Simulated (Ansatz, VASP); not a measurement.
Two plane-wave programs on SiC

```
Si C
1.0
     0.00000    2.17900    2.17900
     2.17900    0.00000    2.17900
     2.17900    2.17900    0.00000
Si C
1 1
Direct
  0.00000 0.00000 0.00000
  0.25000 0.25000 0.25000
```

Alike in both runs: task single point; functional PBE; dispersion D3(BJ); k mesh 8 × 8 × 8; occupations gaussian, width 0.1 eV; no spin polarisation.

|  | VASP | Ansatz |
| --- | --- | --- |
| version | VASP 6.6.1 | Ansatz 0.2.0 |
| potentials or method | VASP PAW PBE potentials, release 64 (Si, C), cutoff 600 eV | scalar-relativistic, plane waves, PAW |
| valence electrons in the cell | 8 | 8 |

```csv
,VASP,Ansatz,Ansatz less VASP
gap on the k mesh at the Fermi level (eV),1.36,1.36,+0.002
least direct gap on the mesh (eV),4.54,4.55,+0.004
pressure (GPa),-1.6,-1.4,+0.19
```
